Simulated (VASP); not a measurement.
# Be24H in VASP: relaxation of the atoms with PBE

Aim: the relaxation of the atoms of Be24H with PBE.

Program: VASP 6.6.1. These are calculated values, not measurements. Logs are shortened: lines on timing, memory, paths and dates and some standing lists are left out, and cuts for length are marked.

### 1 The cell of the first run

The cell holds a slab with vacuum, 25 atoms: a = 4.525 Å, b = 7.134 Å, c = 19.869 Å, α = 90.00°, β = 90.00°, γ = 90.00°.

### 2 Relaxation of the atoms, PBE

INCAR

```
ALGO = Normal
DIPOL = 0.5 0.5 0.320
EDIFF = 1E-6
EDIFFG = -0.025
ENCUT = 520
GGA = PE
IBRION = 2
IDIPOL = 3
ISIF = 2
ISMEAR = 0
KPAR = 4
LASPH = True
LCHARG = False
LDIPOL = True
LREAL = Auto
LWAVE = False
NELM = 80
NSW = 36
PREC = Accurate
SIGMA = 0.1
```

KPOINTS

```
k-points
0
Gamma
  6 4 1
```

POSCAR

```
Be24H
1.0
    4.5254381414      0.0000000000      0.0000000000
    0.0000000000      7.1336190818      0.0000000000
    0.0000000000      0.0000000000     19.8685529777
Be H
24 1
Selective dynamics
Direct
    0.0000000000      0.3750000000      0.2013231665  F F F
    0.0000000000      0.8750000000      0.2013231665  F F F
    0.5000000000      0.3750000000      0.2013231665  F F F
    0.5000000000      0.8750000000      0.2013231665  F F F
    0.2500000000      0.1250000000      0.2341987732  F F F
    0.2500000000      0.6250000000      0.2341987732  F F F
    0.7500000000      0.1250000000      0.2341987732  F F F
    0.7500000000      0.6250000000      0.2341987732  F F F
    0.2500000000      0.3750000000      0.2999499865  F F F
    0.2500000000      0.8750000000      0.2999499865  F F F
    0.7500000000      0.3750000000      0.2999499865  F F F
    0.7500000000      0.8750000000      0.2999499865  F F F
    0.0000000000      0.1250000000      0.3268353583  F F F
    0.0000000000      0.6250000000      0.3268353583  F F F
    0.5000000000      0.1250000000      0.3268353583  F F F
    0.5000000000      0.6250000000      0.3268353583  F F F
    0.0000000000      0.3750000000      0.3993099146  F F F
    0.0000000000      0.8750000000      0.3993099146  F F F
    0.5000000000      0.3750000000      0.3993099146  F F F
    0.5000000000      0.8750000000      0.3993099146  F F F
    0.2500000000      0.1250000000      0.4211958962  F F F
    0.2500000000      0.6250000000      0.4211958962  F F F
    0.7500000000      0.1250000000      0.4211958962  F F F
    0.7500000000      0.6250000000      0.4211958962  F F F
    0.3333333333      0.3750000000      0.4713231358  F F T
```

Potentials or basis: VASP PAW PBE potentials, release 64 (Be, H).

Run with:

```bash
> cat potpaw_PBE.64/Be/POTCAR potpaw_PBE.64/H/POTCAR > POTCAR
> mpirun -np 4 vasp_std > vasp.out
```

OUTCAR:

```text
EDIFF = 1E-6
   EDIFFG = -0.025
   ENCUT = 520
   GGA = PE
   IBRION = 2
   ISIF = 2
   ISMEAR = 0
   LASPH = True
   LREAL = Auto
   NELM = 80
   NSW = 36
   PREC = Accurate

 ion  position               nearest neighbor table
   1  0.000  0.375  0.201-   5 2.21   6 2.21   7 2.21   8 2.21   3 2.26   3 2.26  11 2.26   9 2.26

   2  0.000  0.875  0.201-   5 2.21   6 2.21   7 2.21   8 2.21   4 2.26   4 2.26  12 2.26  10 2.26

   3  0.500  0.375  0.201-   5 2.21   6 2.21   7 2.21   8 2.21   1 2.26   1 2.26  11 2.26   9 2.26
[... 39 lines left out ...]
  23  0.750  0.125  0.421-  17 2.16  18 2.16  19 2.16  20 2.16  13 2.19  15 2.19  21 2.26  21 2.26

  24  0.750  0.625  0.421-  17 2.16  18 2.16  19 2.16  20 2.16  14 2.19  16 2.19  22 2.26  22 2.26

  25  0.333  0.375  0.471-  19 1.62

  LATTYP: Found a simple orthorhombic cell.
 ALAT       =     4.5254381414
 B/A-ratio  =     1.5763377730
 C/A-ratio  =     4.3904153271

  Lattice vectors:

 A1 = (   4.5254381414,   0.0000000000,   0.0000000000)
 A2 = (   0.0000000000,   7.1336190818,   0.0000000000)
 A3 = (   0.0000000000,   0.0000000000,  19.8685529777)

Analysis of symmetry for initial positions (statically):
=====================================================================
 Subroutine PRICEL returns:
 Original cell was already a primitive cell.

 Routine SETGRP: Setting up the symmetry group for a
 simple orthorhombic supercell.

 Subroutine GETGRP returns: Found  2 space group operations
 (whereof  1 operations were pure point group operations)
 out of a pool of  8 trial point group operations.

The static configuration has the point symmetry C_1 .
 The point group associated with its full space group is C_1h.

Analysis of symmetry for dynamics (positions and initial velocities):
=====================================================================
 Subroutine PRICEL returns:
 Original cell was already a primitive cell.

 Routine SETGRP: Setting up the symmetry group for a
 simple orthorhombic supercell.

 Subroutine GETGRP returns: Found  2 space group operations
 (whereof  1 operations were pure point group operations)
 out of a pool of  8 trial point group operations.

The dynamic configuration has the point symmetry C_1 .
 The point group associated with its full space group is C_1h.

Analysis of constrained symmetry for selective dynamics:
=====================================================================
 Subroutine PRICEL returns:
[... 172 lines left out ...]
   LEPSILON=     F    determine dielectric tensor
   LRPA    =     F    only Hartree local field effects (RPA)
 conjugate gradient relaxation of ions
 non-spin polarized calculation
 Gauss-broadening in eV      SIGMA  =   0.10
  energy-cutoff  :      520.00
  volume of cell :      641.41
 maximum number of plane-waves:     17327
 NGX is ok and might be reduce to    36
   NGX = 17   NGY = 27   NGZ = 73

--------------------------------------- Ionic step        1  -------------------------------------------

 number of electron      49.0000001 magnetization

 Free energy of the ion-electron system (eV)
  ---------------------------------------------------
  ext. energy  EPLUGINS =         0.00000000
  ---------------------------------------------------
  free energy    TOTEN  =       -85.93287225 eV

  energy without entropy =      -85.91411052  energy(sigma->0) =      -85.92349138

------------------------ aborting loop because EDIFF is reached ----------------------------------------

  FORCE on cell =-STRESS in cart. coord.  units (eV):
  Direction    XX          YY          ZZ          XY          YZ          ZX
  --------------------------------------------------------------------------------------
  -------------------------------------------------------------------------------------
  Total       -0.0858135     -4.1000974     -3.7991110      0.0000000      0.0000000     -0.6940614
  in kB       -0.2143529    -10.2416036     -9.4897719      0.0000000      0.0000000     -1.7336909
  external PRESSURE =      -6.6485762 kB  Pullay stress =       0.0000000 kB
[... 99 lines left out ...]
  FREE ENERGIE OF THE ION-ELECTRON SYSTEM (eV)
  ---------------------------------------------------
  free  energy   TOTEN  =       -86.0370021796 eV

  energy  without entropy=      -86.0173151795  energy(sigma->0) =      -86.02715868

 dipolmoment           0.000000      0.000000     -0.008802 electrons x Angstroem

--------------------------------------- Ionic step        3  -------------------------------------------

 number of electron      49.0000001 magnetization

------------------------ aborting loop because EDIFF is reached ----------------------------------------
[... 54 lines left out ...]
--------------------------------------- Ionic step        4  -------------------------------------------

 number of electron      49.0000001 magnetization

 dipolmoment           0.000000      0.000000      0.005541 electrons x Angstroem

 Free energy of the ion-electron system (eV)
  ---------------------------------------------------
  ext. energy  EPLUGINS =         0.00000000
  ---------------------------------------------------
  free energy    TOTEN  =       -86.16412137 eV

  energy without entropy =      -86.14247911  energy(sigma->0) =      -86.15330024

 E-fermi :  -1.1399     XC(G=0):  -4.1266

 val. band max:       -1.1558108669   @ k =   0.0000   0.5000   0.0000
 cond. band min:      -1.1116873215   @ k =   0.1667   0.5000   0.0000
 fundamental gap:      0.0441235455
 Fermi energy:        -1.1399108437

 k-point     1 :       0.0000    0.0000    0.0000
  band No.  band energies     occupation
      1     -11.5371      2.00000
      2      -9.7837      2.00000
      3      -9.3644      2.00000
      4      -9.2915      2.00000
      5      -7.9598      2.00000
      6      -7.2699      2.00000
[... 457 lines left out ...]
     35       3.2514      0.00000
     36       3.2893      0.00000
 [bands above 36 left out]

------------------------ aborting loop because EDIFF is reached ----------------------------------------

 vacuum level on the upper side and lower side of the slab       (xc-potential included)         0.009        -0.021

  FORCE on cell =-STRESS in cart. coord.  units (eV):
  Direction    XX          YY          ZZ          XY          YZ          ZX
  --------------------------------------------------------------------------------------
  -------------------------------------------------------------------------------------
  Total       -0.3535730     -4.1317586     -1.3093602      0.0000000      0.0000000     -1.5625859
  in kB       -0.8831874    -10.3206900     -3.2706415      0.0000000      0.0000000     -3.9031721
  external PRESSURE =      -4.8248396 kB  Pullay stress =       0.0000000 kB
[... 40 lines left out ...]
  FREE ENERGIE OF THE ION-ELECTRON SYSTEM (eV)
  ---------------------------------------------------
  free  energy   TOTEN  =       -86.1641213720 eV

  energy  without entropy=      -86.1424791056  energy(sigma->0) =      -86.15330024

 reached required accuracy - stopping structural energy minimisation

 vacuum level on the upper side and lower side of the slab         3.354         3.323
```

CONTCAR:

```text
Be24H
   1.00000000000000
     4.5254381413999996    0.0000000000000000    0.0000000000000000
     0.0000000000000000    7.1336190818000000    0.0000000000000000
     0.0000000000000000    0.0000000000000000   19.8685529776999985
  Be              H
    24     1
Selective dynamics
Direct
     0.0000000000000000    0.3750000000000000    0.2013231665000035   F   F   F
     0.0000000000000000    0.8750000000000000    0.2013231665000035   F   F   F
     0.5000000000000000    0.3750000000000000    0.2013231665000035   F   F   F
     0.5000000000000000    0.8750000000000000    0.2013231665000035   F   F   F
     0.2500000000000000    0.1250000000000000    0.2341987731999993   F   F   F
     0.2500000000000000    0.6250000000000000    0.2341987731999993   F   F   F
[... 16 lines left out ...]
     0.7500000000000000    0.1250000000000000    0.4211958961999969   F   F   F
     0.7500000000000000    0.6250000000000000    0.4211958961999969   F   F   F
     0.3333333332999970    0.3750000000000000    0.4582087714251061   F   F   T

  0.00000000E+00  0.00000000E+00  0.00000000E+00
  0.00000000E+00  0.00000000E+00  0.00000000E+00
  0.00000000E+00  0.00000000E+00  0.00000000E+00
  0.00000000E+00  0.00000000E+00  0.00000000E+00
  0.00000000E+00  0.00000000E+00  0.00000000E+00
  0.00000000E+00  0.00000000E+00  0.00000000E+00
[... 17 lines left out ...]
  0.00000000E+00  0.00000000E+00  0.00000000E+00
  0.00000000E+00  0.00000000E+00  0.00000000E+00
```

Wall time 6.6 min (4 MPI ranks of Intel Xeon Platinum 8259CL at 2.50GHz (Skylake/Cascade Lake), shared host); peak memory 0.79 GiB.

Results:

```yaml
Free_energy: -86.1641 eV
Energy_gained_by_relaxing: 9.2 meV/atom
Ionic_steps: 4
Band_gap_on_the_k_mesh: zero (an odd number of electrons rules out a gap without spin polarisation)
```

Step by step:
| step | energy change (eV) | largest force on free atoms (eV/Å) | pressure (GPa) |
| --- | --- | --- | --- |
| 1 | 0.0000 | 1.5452 | -0.66 |
| 2 | -0.1041 | 1.2339 | -0.63 |
| 3 | -0.2311 | 0.0597 | -0.47 |
| 4 | -0.2312 | 0.0179 | -0.48 |

Final structure:
```
Be H
1.0
     4.52544    0.00000    0.00000
     0.00000    7.13362    0.00000
     0.00000    0.00000   19.86855
Be H
24 1
Direct
  0.00000 0.37500 0.20132
  0.00000 0.87500 0.20132
  0.50000 0.37500 0.20132
  0.50000 0.87500 0.20132
  0.25000 0.12500 0.23420
  0.25000 0.62500 0.23420
  0.75000 0.12500 0.23420
  0.75000 0.62500 0.23420
  0.25000 0.37500 0.29995
  0.25000 0.87500 0.29995
  0.75000 0.37500 0.29995
  0.75000 0.87500 0.29995
  0.00000 0.12500 0.32684
  0.00000 0.62500 0.32684
  0.50000 0.12500 0.32684
  0.50000 0.62500 0.32684
  0.00000 0.37500 0.39931
  0.00000 0.87500 0.39931
  0.50000 0.37500 0.39931
  0.50000 0.87500 0.39931
  0.25000 0.12500 0.42120
  0.25000 0.62500 0.42120
  0.75000 0.12500 0.42120
  0.75000 0.62500 0.42120
  0.33333 0.37500 0.45821
```

The gap in the log of VASP goes by the Fermi energy; the results here count the filled bands.